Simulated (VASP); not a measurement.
# CoSi2 (Fm-3m) in VASP: further runs, part 2 of 2

VASP 6.6.1.

### Step 4. Single point, PBE, collinear spin, ferromagnetic start

Contents of INCAR:

```
PREC = Accurate
ENCUT = 520
EDIFF = 1E-7
ISMEAR = -1
SIGMA = 0.05
LREAL = F
LASPH = T
NELM = 150
ALGO = Normal
ISIF = 2
LWAVE = F
LCHARG = F
ISPIN = 2
MAGMOM = 0.61 0.1 0.1
LORBIT = 11
NUPDOWN = 1.0
LMAXMIX = 4
GGA = PE
NBANDS = 20
```

Contents of KPOINTS:

```
regular mesh
0
Gamma
  11 11 11
```

Contents of POSCAR:

```
CoSi2
1.0
    0.0000000000      2.6780000000      2.6780000000
    2.6780000000      0.0000000000      2.6780000000
    2.6780000000      2.6780000000      0.0000000000
Co Si
1 2
Direct
    0.0000000000      0.0000000000      0.0000000000
    0.2500000000      0.2500000000      0.2500000000
    0.7500000000      0.7500000000      0.7500000000
```

Potentials or basis: VASP PAW PBE potentials, release 64 (Co, Si).

Run with:

```bash
cat potpaw_PBE.64/Co/POTCAR potpaw_PBE.64/Si/POTCAR > POTCAR
mpirun -np 1 vasp_std > vasp.out
```

OUTCAR:

```text
PREC = Accurate
   ENCUT = 520
   EDIFF = 1E-7
   ISMEAR = -1
   LREAL = F
   LASPH = T
   NELM = 150
   ISIF = 2
   ISPIN = 2
   LORBIT = 11
   NUPDOWN = 1.0
   GGA = PE

 ion  position               nearest neighbor table
   1  0.000  0.000  0.000-   3 2.32   2 2.32   3 2.32   2 2.32   3 2.32   3 2.32   2 2.32   2 2.32

   2  0.250  0.250  0.250-   1 2.32   1 2.32   1 2.32   1 2.32   3 2.68   3 2.68   3 2.68   3 2.68
                             3 2.68   3 2.68
   3  0.750  0.750  0.750-   1 2.32   1 2.32   1 2.32   1 2.32   2 2.68   2 2.68   2 2.68   2 2.68
                             2 2.68   2 2.68

  LATTYP: Found a face centered cubic cell.
 ALAT       =     5.3560000000

  Lattice vectors:

 A1 = (   0.0000000000,   2.6780000000,   2.6780000000)
 A2 = (   2.6780000000,   0.0000000000,   2.6780000000)
 A3 = (   2.6780000000,   2.6780000000,   0.0000000000)

Analysis of symmetry for initial positions (statically):
=====================================================================
 Subroutine PRICEL returns:
 Original cell was already a primitive cell.

 Routine SETGRP: Setting up the symmetry group for a
 face centered cubic supercell.

 Subroutine GETGRP returns: Found 48 space group operations
 (whereof 48 operations were pure point group operations)
 out of a pool of 48 trial point group operations.

The static configuration has the point symmetry O_h .

Analysis of symmetry for dynamics (positions and initial velocities):
=====================================================================
 Subroutine PRICEL returns:
 Original cell was already a primitive cell.

 Routine SETGRP: Setting up the symmetry group for a
 face centered cubic supercell.

 Subroutine GETGRP returns: Found 48 space group operations
 (whereof 48 operations were pure point group operations)
 out of a pool of 48 trial point group operations.

The dynamic configuration has the point symmetry O_h .

Analysis of structural, dynamic, and magnetic symmetry:
=====================================================================
 Subroutine PRICEL returns:
 Original cell was already a primitive cell.

 Routine SETGRP: Setting up the symmetry group for a
 face centered cubic supercell.

 Subroutine GETGRP returns: Found 48 space group operations
 (whereof 48 operations were pure point group operations)
 out of a pool of 48 trial point group operations.

The overall configuration has the point symmetry O_h .

 Subroutine INISYM returns: Found 48 space group operations
 (whereof 48 operations are pure point group operations),
 and found     1 'primitive' translations

----------------------------------------------------------------------------------------

                                     Primitive cell

  volume of cell :      38.4115

  direct lattice vectors                    reciprocal lattice vectors
     0.000000000  2.678000000  2.678000000    -0.186706497  0.186706497  0.186706497
     2.678000000  0.000000000  2.678000000     0.186706497 -0.186706497  0.186706497
     2.678000000  2.678000000  0.000000000     0.186706497  0.186706497 -0.186706497

  length of vectors
     3.787263920  3.787263920  3.787263920     0.323385140  0.323385140  0.323385140

  position of ions in fractional coordinates (direct lattice)
     0.000000000  0.000000000  0.000000000
     0.250000000  0.250000000  0.250000000
     0.750000000  0.750000000  0.750000000

[... 75 lines left out ...]
   ENCUT  =  520.0 eV  38.22 Ry    6.18 a.u.   7.04  7.04  7.04*2*pi/ulx,y,z
   NELM   =    150;   NELMIN=  2; NELMDL= -5     # of ELM steps
   EDIFF  = 0.1E-06   stopping-criterion for ELM
   LREAL  =      F    real-space projection
   EDIFFG = 0.1E-05   stopping-criterion for IOM
   NSW    =      0    number of steps for IOM
   IBRION =     -1    ionic relax: 0-MD 1-quasi-New 2-CG
   NFREE  =      0    steps in history (QN), initial steepest desc. (CG)
   ISIF   =      2    stress and relaxation
   ISYM   =      2    0-nonsym 1-usesym 2-fastsym
   POTIM  = 0.5000    time-step for ionic-motion
   TEBEG  =    0.0;   TEEND  =   0.0 temperature during run
   PSTRESS=    0.0 pullay stress
   NELECT =      17.0000    total number of electrons
   NUPDOWN=       1.0000    fix difference up-down
   EMIN   =  10.00;   EMAX   =-10.00  energy-range for DOS
   EFERMI =   0.00;   METHOD = LEGACY
   ISMEAR =    -1;   SIGMA  =   0.05  broadening in eV -4-tet -1-fermi 0-gaus
   EFERMI_NEDOS =   21; number of points for ismear=-14 and -15
   IALGO  =     38    algorithm
   IMIX   =      4    mixing-type and parameters
     AMIX     =   0.40;   BMIX     =  1.00
     AMIX_MAG =   1.60;   BMIX_MAG =  1.00
  volume/ion in A,a.u.               =      12.80        86.40
  Fermi-wavevector in a.u.,A,eV,Ry     =   1.247586  2.357596 21.177078  1.556471
  Thomas-Fermi vector in A             =   2.381712
   LORBIT       =     11    0 simple, 1 ext, 2 COOP (PROOUT), +10 PAW based schemes
   GGA     = PE    functional components
   LHFCALC =     F    Hartree Fock is set to
   AEXX    =    0.0000 exact exchange contribution
   IVDW    =     0    specifies the selected vdW correction
   LEPSILON=     F    determine dielectric tensor
   LRPA    =     F    only Hartree local field effects (RPA)
 spin polarized calculation
  energy-cutoff  :      520.00
  volume of cell :       38.41
 maximum number of plane-waves:      1044
   NGX = 15   NGY = 15   NGZ = 15

 number of electron      16.9999995 magnetization       0.9999312

 Free energy of the ion-electron system (eV)
  ---------------------------------------------------
  ext. energy  EPLUGINS =         0.00000000
  ---------------------------------------------------
  free energy    TOTEN  =       -18.84434153 eV

  energy without entropy =      -18.82881896  energy(sigma->0) =      -18.83658024

 E-fermi :   9.6623     XC(G=0): -11.7447

 val. band max:       11.5198458717   @ k =   0.2727   0.1818   0.0000
 cond. band min:       9.6671418568   @ k =  -0.3636   0.2727   0.0909
 fundamental gap:     -1.8527040149
 Fermi energy:        11.5390173809

 spin component 1

 k-point     1 :       0.0000    0.0000    0.0000
  band No.  band energies     occupation
      1      -3.1320      1.00000
      2       5.8004      1.00000
      3       5.8004      1.00000
      4       5.8004      1.00000
      5       7.8575      1.00000
      6       7.8575      1.00000
[... 541 lines left out ...]
     19      24.1852      0.00000
     20      26.0835      0.00000

 [... further k-points ...]

 spin component 2

 k-point     1 :       0.0000    0.0000    0.0000
  band No.  band energies     occupation
      1      -2.9106      1.00000
      2       6.1687      1.00000
      3       6.1687      1.00000
      4       6.1687      1.00000
      5       8.3754      1.00000
      6       8.3754      1.00000
[... 541 lines left out ...]
     19      24.3867      0.00000
     20      26.2627      0.00000

 [... further k-points ...]

------------------------ aborting loop because EDIFF is reached ----------------------------------------

  FORCE on cell =-STRESS in cart. coord.  units (eV):
  Direction    XX          YY          ZZ          XY          YZ          ZX
  --------------------------------------------------------------------------------------
  -------------------------------------------------------------------------------------
  Total        1.0588887      1.0588887      1.0588887     -0.0000000     -0.0000000      0.0000000
  in kB       44.1671322     44.1671322     44.1671322     -0.0000000     -0.0000000      0.0000000
  external PRESSURE =      44.1671322 kB  Pullay stress =       0.0000000 kB

 VOLUME and BASIS-vectors are now :
 -----------------------------------------------------------------------------
  energy-cutoff  :      520.00
  volume of cell :       38.41
      direct lattice vectors                 reciprocal lattice vectors
     0.000000000  2.678000000  2.678000000    -0.186706497  0.186706497  0.186706497
     2.678000000  0.000000000  2.678000000     0.186706497 -0.186706497  0.186706497
     2.678000000  2.678000000  0.000000000     0.186706497  0.186706497 -0.186706497

 POSITION                                       TOTAL-FORCE (eV/Angst)
 -----------------------------------------------------------------------------------
      0.00000      0.00000      0.00000         0.000000     -0.000000      0.000000
      1.33900      1.33900      1.33900         0.000000      0.000000      0.000000
      4.01700      4.01700      4.01700        -0.000000     -0.000000     -0.000000
 -----------------------------------------------------------------------------------
    total drift:                               -0.000000     -0.000000      0.000000

  FREE ENERGIE OF THE ION-ELECTRON SYSTEM (eV)
  ---------------------------------------------------
  free  energy   TOTEN  =       -18.8443415297 eV

  energy  without entropy=      -18.8288189570  energy(sigma->0) =      -18.83658024

 total charge

# of ion       s       p       d       tot
------------------------------------------
    1        0.542   0.727   7.570   8.839
    2        0.732   0.869   0.000   1.601
    3        0.732   0.869   0.000   1.601
--------------------------------------------------
tot          2.006   2.464   7.570  12.040

 magnetization (x)

# of ion       s       p       d       tot
------------------------------------------
    1        0.011   0.115   0.493   0.619
    2        0.021   0.058   0.000   0.079
    3        0.021   0.058   0.000   0.079
--------------------------------------------------
tot          0.052   0.232   0.493   0.777
```

stdout:

```text
POSCAR found type information on POSCAR CoSi
 POSCAR found :  2 types and       3 ions
 scaLAPACK will be used
 LDA part: xc-table for (Slater+PW92), standard interpolation
 POSCAR, INCAR and KPOINTS ok, starting setup
 FFT: planning ... GRIDC
 FFT: planning ... GRID_SOFT
 FFT: planning ... GRID
 WAVECAR not read
 entering main loop
```

It took 1.7 min on 1 thread of Intel Xeon 8259CL, shared host; peak memory 0.21 GiB.

What came out:

```yaml
Free_energy: -18.8443 eV
Pressure: 4.4 GPa
Net_moment: 1.00 μB per cell
Site_moments: Co +0.62; Si +0.08 μB
Valence_electrons_inside_the_program's_atomic_spheres: Co 8.84; Si 1.60
```

Caveat: the cell stands under pressure; the total moment is fixed, so each spin has its own Fermi level and the state may be an excited one.

### Step 5. Single point, PBE, collinear spin, ferromagnetic start

Contents of INCAR:

```
SYSTEM = CoSi2
  PREC = Accurate
  ENCUT = 520
  EDIFF = 1E-6
  ISMEAR = -1
  SIGMA = 0.05
  LREAL = .FALSE.
  LASPH = .TRUE.
  NELM = 150
  ALGO = Normal
  ISIF = 2
  LWAVE = .FALSE.
  LCHARG = .FALSE.
  ISPIN = 2
  MAGMOM = 0.97 0.14 0.14
  LORBIT = 11
  NUPDOWN = 1.5
  LMAXMIX = 4
  GGA = PE
  NBANDS = 20
```

Contents of KPOINTS:

```
regular mesh
0
G
  11 11 11
  0 0 0
```

POSCAR is that of step 4.

Run with:

```bash
cat potpaw_PBE.64/Co/POTCAR potpaw_PBE.64/Si/POTCAR > POTCAR
mpirun -np 1 vasp_std > vasp.out
```

It took 87 s on 1 thread of Intel Xeon 8259CL, shared host; peak memory 0.21 GiB.

The run converged. Its results:

```yaml
Free_energy: -18.3192 eV
Pressure: 9.6 GPa
Net_moment: 1.50 μB per cell
Site_moments: Co +0.96; Si +0.12 μB
Valence_electrons_inside_the_program's_atomic_spheres: Co 8.82; Si 1.61
```

Caveat: the cell stands under pressure; the total moment is fixed, so each spin has its own Fermi level and the state may be an excited one.

### Step 6. Single point, PBE, collinear spin, ferromagnetic start

Contents of INCAR:

```
ALGO = Normal
EDIFF = 1E-7
ENCUT = 520
GGA = PE
ISIF = 2
ISMEAR = -1
ISPIN = 2
LASPH = True
LCHARG = False
LMAXMIX = 4
LORBIT = 11
LREAL = False
LWAVE = False
MAGMOM = 1.28 0.2 0.2
NBANDS = 20
NELM = 150
NUPDOWN = 2.0
PREC = Accurate
SIGMA = 0.05
```

Contents of KPOINTS:

```
k-points
0
Gamma
  11 11 11
```

POSCAR is that of step 5.

Potentials or basis: VASP PAW PBE potentials, release 64 (Co, Si).

Run with:

```bash
cat potpaw_PBE.64/Co/POTCAR potpaw_PBE.64/Si/POTCAR > POTCAR
mpirun -np 1 vasp_std > vasp.out
```

Wall time 97 s (1 thread of Intel Xeon 8259CL, shared host); peak memory 0.21 GiB.

The run converged. Its results:

```
Free energy                                           : -17.7031 eV
Pressure                                              : 14.6 GPa
Net moment                                            : 2.00 μB per cell
Site moments                                          : Co +1.25; Si +0.16 μB
Valence electrons inside the program's atomic spheres : Co 8.79; Si 1.63
```

Caveat: the cell stands under pressure; the total moment is fixed, so each spin has its own Fermi level and the state may be an excited one.

### Step 7. Overview

```tsv
spin	fixed moment (μB)	pressure (GPa)	moment (μB)
collinear, zero start	0.0	0.4	0.00
collinear, ferromagnetic start	0.5	1.1	0.50
collinear, ferromagnetic start	1.0	4.4	1.00
collinear, ferromagnetic start	1.5	9.6	1.50
collinear, ferromagnetic start	2.0	14.6	2.00
```

Alike in all rows: task single point; level PBE; potentials or basis VASP PAW PBE potentials, release 64 (Co, Si); cell as given; k mesh 11 × 11 × 11; cutoff (eV) 520; smearing fermi-dirac 0.05 eV.

Caveats: the total moment is fixed, so each spin has its own Fermi level and the state may be an excited one (at least some runs); the cell stands under pressure (at least some runs); the total moment is fixed, so each spin has its own Fermi level (at least some runs).

Total energies depend on the potentials used, so only differences within one code and one set of settings carry meaning.
